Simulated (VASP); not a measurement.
# MgO (Fm-3m) in VASP: notebook, part 2 of 2

VASP 6.6.1.

### Step 5. Single point, PBE (volume changed by +3%)

INCAR

```
SYSTEM = MgO
PREC     = Accurate       ! precision mode
ENCUT    = 520            ! plane-wave cutoff, eV
EDIFF    = 1E-6           ! SCF threshold, eV
ISMEAR   = 0              ! smearing method
SIGMA    = 0.01           ! smearing width, eV
LREAL    = .FALSE.        ! projectors in reciprocal space
LASPH    = .TRUE.         ! aspherical terms in the spheres
NELM     = 60             ! most SCF steps
ALGO     = Normal         ! electronic algorithm
ISIF     = 2              ! what is computed and relaxed
LWAVE    = .FALSE.        ! write WAVECAR
LCHARG   = .FALSE.        ! write CHGCAR
GGA      = PE             ! functional
NBANDS   = 11             ! bands
```

KPOINTS

```
Automatic mesh
0
G
  8 8 8
  0 0 0
```

POSCAR

```
MgO
1.0
    0.0000000000      2.1477628882      2.1477628882
    2.1477628882      0.0000000000      2.1477628882
    2.1477628882      2.1477628882      0.0000000000
Mg O
1 1
Direct
    0.0000000000      0.0000000000      0.0000000000
    0.5000000000      0.5000000000      0.5000000000
```

Potentials or basis: VASP PAW PBE potentials, release 64 (Mg, O).

The run is started by

```bash
$ cat potpaw_PBE.64/Mg/POTCAR potpaw_PBE.64/O/POTCAR > POTCAR
$ mpirun -np 1 vasp_std > vasp.out
```

OUTCAR:

```text
SYSTEM = MgO
   PREC = Accurate
   ENCUT = 520
   EDIFF = 1E-6
   ISMEAR = 0
   LREAL = .FALSE.
   LASPH = .TRUE.
   NELM = 60
   ISIF = 2
   GGA = PE

 ion  position               nearest neighbor table
   1  0.000  0.000  0.000-   2 2.15   2 2.15   2 2.15   2 2.15   2 2.15   2 2.15
   2  0.500  0.500  0.500-   1 2.15   1 2.15   1 2.15   1 2.15   1 2.15   1 2.15

  LATTYP: Found a face centered cubic cell.
 ALAT       =     4.2955257764

  Lattice vectors:

 A1 = (   0.0000000000,   2.1477628882,   2.1477628882)
 A2 = (   2.1477628882,   0.0000000000,   2.1477628882)
 A3 = (   2.1477628882,   2.1477628882,   0.0000000000)

Analysis of symmetry for initial positions (statically):
=====================================================================
 Subroutine PRICEL returns:
 Original cell was already a primitive cell.

 Routine SETGRP: Setting up the symmetry group for a
 face centered cubic supercell.

 Subroutine GETGRP returns: Found 48 space group operations
 (whereof 48 operations were pure point group operations)
 out of a pool of 48 trial point group operations.

The static configuration has the point symmetry O_h .

Analysis of symmetry for dynamics (positions and initial velocities):
=====================================================================
 Subroutine PRICEL returns:
 Original cell was already a primitive cell.

 Routine SETGRP: Setting up the symmetry group for a
 face centered cubic supercell.

 Subroutine GETGRP returns: Found 48 space group operations
 (whereof 48 operations were pure point group operations)
 out of a pool of 48 trial point group operations.

The dynamic configuration has the point symmetry O_h .

 Subroutine INISYM returns: Found 48 space group operations
 (whereof 48 operations are pure point group operations),
 and found     1 'primitive' translations

----------------------------------------------------------------------------------------

[... 114 lines left out ...]
  Fermi-wavevector in a.u.,A,eV,Ry     =   1.209972  2.286515 19.919353  1.464031
  Thomas-Fermi vector in A             =   2.345533
   LORBIT       =      0    0 simple, 1 ext, 2 COOP (PROOUT), +10 PAW based schemes
   GGA     = PE    functional components
   LHFCALC =     F    Hartree Fock is set to
   AEXX    =    0.0000 exact exchange contribution
   IVDW    =     0    specifies the selected vdW correction
   LEPSILON=     F    determine dielectric tensor
   LRPA    =     F    only Hartree local field effects (RPA)
 non-spin polarized calculation
 Gauss-broadening in eV      SIGMA  =   0.01
  energy-cutoff  :      520.00
  volume of cell :       19.81
 maximum number of plane-waves:       544
   NGX = 11   NGY = 11   NGZ = 11

 number of electron       7.9999999 magnetization

 Free energy of the ion-electron system (eV)
  ---------------------------------------------------
  ext. energy  EPLUGINS =         0.00000000
  ---------------------------------------------------
  free energy    TOTEN  =       -11.90218579 eV

  energy without entropy =      -11.90218579  energy(sigma->0) =      -11.90218579

 E-fermi :   2.9096     XC(G=0): -10.8032

 val. band max:        2.7591559698   @ k =   0.0000   0.0000   0.0000
 cond. band min:       6.9336441906   @ k =   0.0000   0.0000   0.0000
 fundamental gap:      4.1744882208
 Fermi energy:         2.9095616996

 k-point     1 :       0.0000    0.0000    0.0000
  band No.  band energies     occupation
      1     -14.2133      2.00000
      2       2.7592      2.00000
      3       2.7592      2.00000
      4       2.7592      2.00000
      5       6.9336      0.00000
      6      18.2240      0.00000
      7      18.2240      0.00000
      8      18.2240      0.00000
      9      21.9888      0.00000
     10      23.6958      0.00000
     11      23.6958      0.00000
[... 309 lines left out ...]
 k-point    24 :      -0.3750    0.2500    0.1250
  band No.  band energies     occupation
      1     -12.9351      2.00000
      2      -1.0174      2.00000
      3       0.9521      2.00000
      4       1.8484      2.00000
      5      12.0184      0.00000
      6      14.3815      0.00000
      7      15.6463      0.00000
      8      18.9460      0.00000
      9      22.5985      0.00000
     10      24.0552      0.00000
     11      27.9876      0.00000

 [... further k-points ...]
[... 5 lines left out ...]
  --------------------------------------------------------------------------------------
  -------------------------------------------------------------------------------------
  Total       -0.6011793     -0.6011793     -0.6011793      0.0000000     -0.0000000      0.0000000
  in kB      -48.6100005    -48.6100005    -48.6100005      0.0000000     -0.0000000      0.0000000
  external PRESSURE =     -48.6100005 kB  Pullay stress =       0.0000000 kB

 VOLUME and BASIS-vectors are now :
 -----------------------------------------------------------------------------
  energy-cutoff  :      520.00
  volume of cell :       19.81
      direct lattice vectors                 reciprocal lattice vectors
     0.000000000  2.147762888  2.147762888    -0.232800372  0.232800372  0.232800372
     2.147762888  0.000000000  2.147762888     0.232800372 -0.232800372  0.232800372
     2.147762888  2.147762888  0.000000000     0.232800372  0.232800372 -0.232800372

 POSITION                                       TOTAL-FORCE (eV/Angst)
 -----------------------------------------------------------------------------------
      0.00000      0.00000      0.00000         0.000000      0.000000      0.000000
      2.14776      2.14776      2.14776        -0.000000     -0.000000      0.000000
 -----------------------------------------------------------------------------------
    total drift:                               -0.000000     -0.000000      0.000000

  FREE ENERGIE OF THE ION-ELECTRON SYSTEM (eV)
  ---------------------------------------------------
  free  energy   TOTEN  =       -11.9021857906 eV

  energy  without entropy=      -11.9021857906  energy(sigma->0) =      -11.90218579
```

OSZICAR:

```text
N       E                     dE             d eps       ncg     rms          rms(c)
DAV:   1     0.129185650899E+02    0.12919E+02   -0.45196E+03   726   0.639E+02
DAV:   2    -0.128993738696E+02   -0.25818E+02   -0.24671E+02   739   0.130E+02
DAV:   3    -0.134571102892E+02   -0.55774E+00   -0.55725E+00   775   0.165E+01
DAV:   4    -0.134584398576E+02   -0.13296E-02   -0.13296E-02   707   0.953E-01
DAV:   5    -0.134584443321E+02   -0.44744E-05   -0.44744E-05   740   0.543E-02    0.718E+00
DAV:   6    -0.119246989088E+02    0.15337E+01   -0.92688E+00   659   0.164E+01    0.233E+00
DAV:   7    -0.119088032272E+02    0.15896E-01   -0.69052E-02   698   0.224E+00    0.135E+00
DAV:   8    -0.119026474884E+02    0.61557E-02   -0.32208E-02   671   0.198E+00    0.259E-01
DAV:   9    -0.119022137405E+02    0.43375E-03   -0.61028E-04   716   0.174E-01    0.146E-01
DAV:  10    -0.119021836810E+02    0.30060E-04   -0.52402E-04   695   0.172E-01    0.741E-03
DAV:  11    -0.119021858722E+02   -0.21912E-05   -0.38192E-06   737   0.145E-02    0.612E-03
DAV:  12    -0.119021857906E+02    0.81625E-07   -0.70157E-07   392   0.636E-03
   1 F= -.11902186E+02 E0= -.11902186E+02  d E =-.187511-102
```

Wall time 7 s (1 thread of AMD EPYC 7R13 (Zen 3), shared host); peak memory 0.11 GiB.

What came out:

- Free energy: -11.9022 eV
- Pressure: -4.9 GPa
- Band gap on the k mesh: 4.17 eV, direct

### Step 6. Single point, PBE (volume changed by +6%)

INCAR

```
SYSTEM = MgO
ALGO     = Normal         ! electronic algorithm
EDIFF    = 1E-7           ! SCF threshold, eV
ENCUT    = 520            ! plane-wave cutoff, eV
GGA      = PE             ! functional
ISIF     = 2              ! what is computed and relaxed
ISMEAR   = 0              ! smearing method
LASPH    = .TRUE.         ! aspherical terms in the spheres
LCHARG   = .FALSE.        ! write CHGCAR
LREAL    = .FALSE.        ! projectors in reciprocal space
LWAVE    = .FALSE.        ! write WAVECAR
NBANDS   = 11             ! bands
NELM     = 60             ! most SCF steps
PREC     = Accurate       ! precision mode
SIGMA    = 0.01           ! smearing width, eV
```

KPOINTS

```
k-points
0
G
  8 8 8
  0 0 0
```

POSCAR

```
MgO
1.0
    0.0000000000      2.1684157214      2.1684157214
    2.1684157214      0.0000000000      2.1684157214
    2.1684157214      2.1684157214      0.0000000000
Mg O
1 1
Direct
    0.0000000000      0.0000000000      0.0000000000
    0.5000000000      0.5000000000      0.5000000000
```

Potentials or basis: VASP PAW PBE potentials, release 64 (Mg, O).

The run is started by

```bash
$ cat potpaw_PBE.64/Mg/POTCAR potpaw_PBE.64/O/POTCAR > POTCAR
$ mpirun -np 1 vasp_std > vasp.out
```

Wall time 6.6 s (1 thread of AMD EPYC 7R13 (Zen 3), shared host); peak memory 0.11 GiB.

It converged, with:

* Free energy: -11.8788 eV
* Pressure: -8.4 GPa
* Band gap on the k mesh: 3.92 eV, direct

Levels at points of the mesh, in eV from the valence-band top:
```tsv
k point	band 2	band 3	band 4	band 5	band 6	band 7
(0.00, 0.00, 0.00)	0.00	0.00	0.00	3.92	15.30	15.30
(0.50, 0.00, 0.00)	-4.25	-0.56	-0.56	7.35	11.63	15.42
(0.50, 0.50, 0.00)	-3.74	-1.23	-1.23	9.00	9.05	12.19
```

### Step 7. Summary

```csv
cell,gap on the mesh (eV),pressure (GPa)
"a = 3.008 Å, angles 60.0°, 2 atoms",4.45,-0.7
"a = 2.946 Å, angles 60.0°, 2 atoms",5.05,9.8
"a = 2.977 Å, angles 60.0°, 2 atoms",4.74,4.2
"a = 3.037 Å, angles 60.0°, 2 atoms",4.17,-4.9
"a = 3.067 Å, angles 60.0°, 2 atoms",3.92,-8.4
```

Alike in all rows: task single point; level PBE; potentials or basis VASP PAW PBE potentials, release 64 (Mg, O); no spin polarisation; k mesh 8 × 8 × 8; cutoff (eV) 520; smearing gaussian 0.01 eV.

Total energies depend on the potentials used, so only differences within one code and one set of settings carry meaning.
